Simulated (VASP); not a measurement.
# C2SeN2 (Cmce) in VASP: single point with PBE+D3(BJ)

Aim: the single point of C2SeN2 with PBE+D3(BJ).

All numbers are computed with VASP 6.6.1; they aren't measurements. Logs are shortened: lines on timing, memory, paths and dates and some standing lists are left out, and cuts for length are marked.

**1. The cell of the first run**

It takes space group Cmce (No. 64, orthorhombic). Conventional cell: a = 8.827 Å, b = 7.215 Å, c = 13.055 Å, α = 90.00°, β = 90.00°, γ = 90.00°. C (site symmetry 1) has 1 N at 1.16 Å within 1.6 Å. Within 2.5 Å of Se (site symmetry m) lie 2 C at 1.87 Å. N (site symmetry 1) has 1 C at 1.16 Å within 1.6 Å.

**2. Single point, PBE+D3(BJ)**

File INCAR:

```
SYSTEM = C2SeN2
  PREC = Accurate
  ENCUT = 520
  EDIFF = 1E-6
  ISMEAR = 0
  SIGMA = 0.02
  LREAL = Auto
  LASPH = .True.
  NELM = 60
  ALGO = Normal
  ISIF = 2
  LWAVE = .False.
  LCHARG = .False.
  GGA = PE
  IVDW = 12
  ISYM = 0
  NBANDS = 64
```

File KPOINTS:

```
Automatic mesh
0
Gamma
  2 2 1
  0.5 0.5 0
```

File POSCAR:

```
C2SeN2
1.0
    4.4135105737     -3.6072776799      0.0000000000
    4.4135105737      3.6072776799      0.0000000000
    0.0000000000      0.0000000000     13.0548159197
C Se N
8 4 8
Direct
    0.9805904835      0.3201601310      0.6231973661
    0.3201601310      0.9805904835      0.3768026339
    0.8201601310      0.4805904835      0.1231973661
    0.4805904835      0.8201601310      0.8768026339
    0.0194095165      0.6798398690      0.3768026339
    0.6798398690      0.0194095165      0.6231973661
    0.1798398690      0.5194095165      0.8768026339
    0.5194095165      0.1798398690      0.1231973661
    0.6470728942      0.3529271058      0.6242693651
    0.3529271058      0.6470728942      0.3757306349
    0.8529271058      0.1470728942      0.1242693651
    0.1470728942      0.8529271058      0.8757306349
    0.1866069827      0.3086206935      0.6221990973
    0.3086206935      0.1866069827      0.3778009027
    0.8086206935      0.6866069827      0.1221990973
    0.6866069827      0.8086206935      0.8778009027
    0.8133930173      0.6913793065      0.3778009027
    0.6913793065      0.8133930173      0.6221990973
    0.1913793065      0.3133930173      0.8778009027
    0.3133930173      0.1913793065      0.1221990973
```

Potentials or basis: VASP PAW PBE potentials, release 64 (C, Se, N).

Command:

```sh
$ cat potpaw_PBE.64/C/POTCAR potpaw_PBE.64/Se/POTCAR potpaw_PBE.64/N/POTCAR > POTCAR
$ mpirun -np 1 vasp_std > vasp.out
```

OUTCAR:

```text
SYSTEM = C2SeN2
   PREC = Accurate
   ENCUT = 520
   EDIFF = 1E-6
   ISMEAR = 0
   LREAL = Auto
   LASPH = .True.
   NELM = 60
   ISIF = 2
   GGA = PE
   IVDW = 12
   ISYM = 0
 IVDW          = 12

 ion  position               nearest neighbor table
   1  0.981  0.320  0.623-  13 1.16   9 1.87
   2  0.320  0.981  0.377-  14 1.16  10 1.87
   3  0.820  0.481  0.123-  15 1.16  11 1.87
   4  0.481  0.820  0.877-  16 1.16  12 1.87
   5  0.019  0.680  0.377-  17 1.16  10 1.87
   6  0.680  0.019  0.623-  18 1.16   9 1.87
   7  0.180  0.519  0.877-  19 1.16  12 1.87
   8  0.519  0.180  0.123-  20 1.16  11 1.87
   9  0.647  0.353  0.624-   1 1.87   6 1.87
  10  0.353  0.647  0.376-   2 1.87   5 1.87
  11  0.853  0.147  0.124-   3 1.87   8 1.87
  12  0.147  0.853  0.876-   4 1.87   7 1.87
  13  0.187  0.309  0.622-   1 1.16
  14  0.309  0.187  0.378-   2 1.16
  15  0.809  0.687  0.122-   3 1.16
  16  0.687  0.809  0.878-   4 1.16
  17  0.813  0.691  0.378-   5 1.16
  18  0.691  0.813  0.622-   6 1.16
  19  0.191  0.313  0.878-   7 1.16
  20  0.313  0.191  0.122-   8 1.16

IMPORTANT INFORMATION: All symmetrisations will be switched off!
NOSYMM: (Re-)initialisation of all symmetry stuff for point group C_1.

----------------------------------------------------------------------------------------

                                     Primitive cell

  volume of cell :     415.6851

  direct lattice vectors                    reciprocal lattice vectors
     4.413510574 -3.607277680  0.000000000     0.113288502 -0.138608681  0.000000000
     4.413510574  3.607277680  0.000000000     0.113288502  0.138608681  0.000000000
     0.000000000  0.000000000 13.054815920     0.000000000  0.000000000  0.076600084

  length of vectors
     5.700134020  5.700134020 13.054815920     0.179015784  0.179015784  0.076600084

  position of ions in fractional coordinates (direct lattice)
     0.980590484  0.320160131  0.623197366
     0.320160131  0.980590484  0.376802634
     0.820160131  0.480590484  0.123197366
     0.480590484  0.820160131  0.876802634
     0.019409516  0.679839869  0.376802634
     0.679839869  0.019409516  0.623197366
[... 12 lines left out ...]
     0.191379306  0.313393017  0.877800903
     0.313393017  0.191379306  0.122199097

  ion indices of the primitive-cell ions
   primitive index   ion index
                 1           1
                 2           2
                 3           3
                 4           4
                 5           5
                 6           6
[... 12 lines left out ...]
                19          19
                20          20

----------------------------------------------------------------------------------------

 KPOINTS: Automatic mesh

Automatic generation of k-mesh.
 Grid dimensions read from file:
 generate k-points for:    2    2    1

 Generating k-lattice:

  Cartesian coordinates                     Fractional coordinates (reciprocal lattice)
     0.056644251 -0.069304340  0.000000000     0.500000000  0.000000000  0.000000000
     0.056644251  0.069304340  0.000000000     0.000000000  0.500000000  0.000000000
     0.000000000  0.000000000  0.076600084     0.000000000  0.000000000  1.000000000

  Length of vectors
     0.089507892  0.089507892  0.076600084

  Shift w.r.t. Gamma in fractional coordinates (k-lattice)
     0.500000000  0.500000000  0.000000000

 Subroutine IBZKPT returns following result:
 ===========================================

 Found      2 irreducible k-points:

 Following reciprocal coordinates:
            Coordinates               Weight
  0.250000  0.250000  0.000000      2.000000
 -0.250000  0.250000  0.000000      2.000000
   k-points           NKPTS =      2   k-points in BZ     NKDIM =      2   number of bands    NBANDS=     64
   number of dos      NEDOS =    301   number of ions     NIONS =     20
   total plane-waves  NPLWV = 172872
   dimension x,y,z NGX =    42 NGY =   42 NGZ =   98
   dimension x,y,z NGXF=    84 NGYF=   84 NGZF=  196
   ions per type =               8   4   8
   NGX,Y,Z   is equivalent  to a cutoff of  12.25, 12.25, 12.48 a.u.
   NGXF,Y,Z  is equivalent  to a cutoff of  24.50, 24.50, 24.96 a.u.
 SYSTEM =  C2SeN2
   PREC   = accura    normal or accurate (medium, high low for compatibility)
   ISTART =      0    job   : 0-new  1-cont  2-samecut
   ICHARG =      2    charge: 1-file 2-atom 10-const
   ISPIN  =      1    spin polarized calculation?
   LNONCOLLINEAR =      F non collinear calculations
   LSORBIT =      F    spin-orbit coupling
   LASPH  =      T    aspherical Exc in radial PAW
   ENCUT  =  520.0 eV  38.22 Ry    6.18 a.u.  10.60 10.60 24.27*2*pi/ulx,y,z
   NELM   =     60;   NELMIN=  2; NELMDL= -5     # of ELM steps
   EDIFF  = 0.1E-05   stopping-criterion for ELM
   LREAL  =      T    real-space projection
   EDIFFG = 0.1E-04   stopping-criterion for IOM
   NSW    =      0    number of steps for IOM
   IBRION =     -1    ionic relax: 0-MD 1-quasi-New 2-CG
   NFREE  =      0    steps in history (QN), initial steepest desc. (CG)
   ISIF   =      2    stress and relaxation
   ISYM   =      0    0-nonsym 1-usesym 2-fastsym
   POTIM  = 0.5000    time-step for ionic-motion
   TEBEG  =    0.0;   TEEND  =   0.0 temperature during run
   PSTRESS=    0.0 pullay stress
   NELECT =      96.0000    total number of electrons
   NUPDOWN=      -1.0000    fix difference up-down
   EMIN   =  10.00;   EMAX   =-10.00  energy-range for DOS
   EFERMI =   0.00;   METHOD = LEGACY
   ISMEAR =     0;   SIGMA  =   0.02  broadening in eV -4-tet -1-fermi 0-gaus
   EFERMI_NEDOS =   21; number of points for ismear=-14 and -15
   IALGO  =     38    algorithm
   IMIX   =      4    mixing-type and parameters
     AMIX     =   0.40;   BMIX     =  1.00
     AMIX_MAG =   1.60;   BMIX_MAG =  1.00
  volume/ion in A,a.u.               =      20.78       140.26
  Fermi-wavevector in a.u.,A,eV,Ry     =   1.004409  1.898057 13.726055  1.008837
  Thomas-Fermi vector in A             =   2.137023
   LORBIT       =      0    0 simple, 1 ext, 2 COOP (PROOUT), +10 PAW based schemes
   GGA     = PE    functional components
   LHFCALC =     F    Hartree Fock is set to
   AEXX    =    0.0000 exact exchange contribution
   IVDW    =    12    specifies the selected vdW correction
   LEPSILON=     F    determine dielectric tensor
   LRPA    =     F    only Hartree local field effects (RPA)
 non-spin polarized calculation
 Gauss-broadening in eV      SIGMA  =   0.02
  energy-cutoff  :      520.00
  volume of cell :      415.69
 maximum number of plane-waves:     11205
 NGX is ok and might be reduce to    42
   NGX = 21   NGY = 21   NGZ = 49

 number of electron      96.0000004 magnetization

 Free energy of the ion-electron system (eV)
  ---------------------------------------------------
  ext. energy  EPLUGINS =         0.00000000
  ---------------------------------------------------
  free energy    TOTEN  =      -141.15761252 eV

  energy without entropy =     -141.15761252  energy(sigma->0) =     -141.15761252

 E-fermi :  -1.5360     XC(G=0):  -7.3101

 val. band max:       -1.6271871581   @ k =   0.2500   0.2500   0.0000
 cond. band min:       2.6454725472   @ k =   0.2500   0.2500   0.0000
 fundamental gap:      4.2726597052
 Fermi energy:        -1.5360155072

 k-point     1 :       0.2500    0.2500    0.0000
  band No.  band energies     occupation
      1     -18.4954      2.00000
      2     -18.4488      2.00000
      3     -18.4372      2.00000
      4     -18.3964      2.00000
      5     -18.2456      2.00000
      6     -18.2127      2.00000
[... 52 lines left out ...]
     59       3.7314      0.00000
     60       3.7727      0.00000

 k-point     2 :      -0.2500    0.2500    0.0000
  band No.  band energies     occupation
      1     -18.4779      2.00000
      2     -18.4288      2.00000
      3     -18.4202      2.00000
      4     -18.3703      2.00000
      5     -18.2869      2.00000
      6     -18.2415      2.00000
[... 52 lines left out ...]
     59       3.8112      0.00000
     60       3.9642      0.00000
 [bands above 60 left out]

------------------------ aborting loop because EDIFF is reached ----------------------------------------

 Edisp (eV)   -2.23750

 E8    (eV) :    -0.6968

  FORCE on cell =-STRESS in cart. coord.  units (eV):
  Direction    XX          YY          ZZ          XY          YZ          ZX
  --------------------------------------------------------------------------------------
  -------------------------------------------------------------------------------------
  Total       1.72482     1.98961    -0.12787    -0.00008     0.00005    -0.00002
  in kB       6.64798     7.66855    -0.49286    -0.00030     0.00018    -0.00007
  external pressure =        4.61 kB  Pullay stress =        0.00 kB

 VOLUME and BASIS-vectors are now :
 -----------------------------------------------------------------------------
  energy-cutoff  :      520.00
  volume of cell :      415.69
      direct lattice vectors                 reciprocal lattice vectors
     4.413510574 -3.607277680  0.000000000     0.113288502 -0.138608681  0.000000000
     4.413510574  3.607277680  0.000000000     0.113288502  0.138608681  0.000000000
     0.000000000  0.000000000 13.054815920     0.000000000  0.000000000  0.076600084

 POSITION                                       TOTAL-FORCE (eV/Angst)
 -----------------------------------------------------------------------------------
      5.74088     -2.38236      8.13573        -0.349864      0.292342      0.002112
      5.74088      2.38236      4.91909        -0.349739     -0.292252     -0.002102
      5.74088     -1.22492      1.60832        -0.349820     -0.292324      0.002105
      5.74088      1.22492     11.44650        -0.349716      0.292253     -0.002102
      3.08614      2.38236      4.91909         0.349824     -0.292316     -0.002105
      3.08614     -2.38236      8.13573         0.349930      0.292392      0.002106
[... 12 lines left out ...]
      2.22782      0.44014     11.45953        -0.441707     -0.385999     -0.004577
      2.22782     -0.44014      1.59529        -0.441763      0.386068      0.004583
 -----------------------------------------------------------------------------------
    total drift:                               -0.000084     -0.000023      0.000103

  FREE ENERGIE OF THE ION-ELECTRON SYSTEM (eV)
  ---------------------------------------------------
  free  energy   TOTEN  =      -143.3951154505 eV

  energy  without entropy=     -143.3951154505  energy(sigma->0) =     -143.39511545
```

It took 64 s on 1 thread of AMD EPYC 9R45 (Zen 5), shared host; peak memory 0.37 GiB.

Results:

```
Free energy                : -143.3951 eV
Pressure                   : 0.5 GPa
Largest force              : 0.587 eV/Å
Band gap on the k mesh     : 4.27 eV
Dispersion energy per atom : -0.112 eV
```

Forces on the atoms (eV/Å):
```
C   -0.350  0.292  0.002
C   -0.350 -0.292 -0.002
C   -0.350 -0.292  0.002
C   -0.350  0.292 -0.002
C    0.350 -0.292 -0.002
C    0.350  0.292  0.002
C    0.350  0.292 -0.002
C    0.350 -0.292  0.002
Se   0.000  0.167  0.004
Se   0.000 -0.167 -0.004
Se   0.000 -0.167  0.004
Se   0.000  0.167 -0.004
N    0.442 -0.386  0.005
N    0.442  0.386 -0.005
N    0.442  0.386  0.005
N    0.442 -0.386 -0.005
N   -0.442  0.386 -0.005
N   -0.442 -0.386  0.005
N   -0.442 -0.386 -0.005
N   -0.442  0.386  0.005
```

Stress tensor (GPa, compression positive):
```
 0.66  0.00  0.00
 0.00  0.77  0.00
 0.00  0.00 -0.05
```

Levels at points of the mesh, in eV from the valence-band top:
```tsv
k point	band 44	band 45	band 46	band 47	band 48	band 49	band 50	band 51	band 52	band 53
(0.25, 0.25, 0.00)	-2.05	-0.57	-0.52	-0.07	0.00	4.27	4.28	4.39	4.39	4.72
```

Caveat: the k points lie up to 0.56 Å⁻¹ apart; a shifted mesh leaves out Γ, where band edges can lie.
